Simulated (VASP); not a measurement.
A run of VASP 6.6.1:

The input INCAR:

```
PREC     = Accurate       # precision mode
ENCUT    = 520            # plane-wave cutoff, eV
EDIFF    = 1E-6           # SCF threshold, eV
ISMEAR   = 0              # smearing method
SIGMA    = 0.1            # smearing width, eV
LREAL    = False          # projectors in reciprocal space
LASPH    = True           # aspherical terms in the spheres
NELM     = 60             # most SCF steps
ALGO     = Normal         # electronic algorithm
ISIF     = 2              # what is computed and relaxed
LWAVE    = False          # write WAVECAR
LCHARG   = True           # write CHGCAR
GGA      = PE             # functional
LELF     = True           # ELF
LVHAR    = True         
NBANDS   = 38             # bands
```

KPOINTS

```
regular mesh
0
Gamma
  4 4 4
```

Contents of POSCAR:

```
Zn2Sb
1.0
    4.0800700319      0.0000000000      0.0000000000
    0.0000000000      4.0800700319      0.0000000000
    0.0000000000      0.0000000000      6.2253773958
Zn Sb
4 2
Direct
    0.0000000000      0.0000000000      0.0000000000
    0.5000000000      0.5000000000      0.0000000000
    0.0000000000      0.5000000000      0.2700000000
    0.5000000000      0.0000000000      0.7300000000
    0.0000000000      0.5000000000      0.7000000000
    0.5000000000      0.0000000000      0.3000000000
```

Potentials or basis: VASP PAW PBE potentials, release 64 (Zn, Sb).

Command:

```bash
$ cat potpaw_PBE.64/Zn/POTCAR potpaw_PBE.64/Sb/POTCAR > POTCAR
$ mpirun -np 1 vasp_std > vasp.out
```

Hardware: 1 thread of Intel(R) Xeon(R) Platinum 8488C (Sapphire Rapids), with other jobs on the host.

**Question.** Estimate the wall time of this run.

**Answer.** Wall time 54 s on 1 thread of Intel(R) Xeon(R) Platinum 8488C (Sapphire Rapids), on a shared host, peak memory 0.22 GiB. Counts: scf iterations 14, k points 18.
